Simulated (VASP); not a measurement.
HfGe4: single point with PBE

HfGe4:

```
Hf Ge
1.0
    -2.85069    2.85069    2.85069
     2.85069   -2.85069    2.85069
     2.85069    2.85069   -2.85069
Hf Ge
1 4
Direct
  0.00000 0.00000 0.00000
  0.00000 0.00000 0.50000
  0.50000 0.00000 0.00000
  0.50000 0.50000 0.50000
  0.00000 0.50000 0.00000
```

```yaml
Program: VASP 6.6.1
Task: single point
Functional: PBE
Potentials_or_basis: VASP PAW PBE potentials, release 64 (Hf_pv, Ge_d)
Cutoff: 520 eV
k_mesh: 4 × 4 × 4
Occupations: gaussian, width 0.1 eV
Spin: no spin polarisation
```

```json
{
 "Pressure": "24.3 GPa",
 "Band gap on the k mesh": "zero (band 33 reaches 7.07 eV, above the bottom of band 34 at 6.34 eV)"
}
```

Levels at points of the mesh, in eV from the Fermi level:
```
           k point  band 31  band 32  band 33  band 34  band 35  band 36
(0.00, 0.00, 0.00)    -2.57    -2.57    -2.57    -0.33    -0.33     3.52
(0.50, 0.00, 0.00)    -2.41    -2.11    -0.27    -0.02     1.76     2.56
(0.50, 0.50, 0.50)    -3.44    -3.44    -2.99     3.80     3.80     3.82
```

Run time: 48 s on 1 thread of AMD EPYC 7R13 Processor (Zen 3), with other jobs on the host, peak memory 0.21 GiB.

Caveat: the k points lie up to 0.39 Å⁻¹ apart; spin-orbit coupling is left out, which moves the levels of the heavy elements.
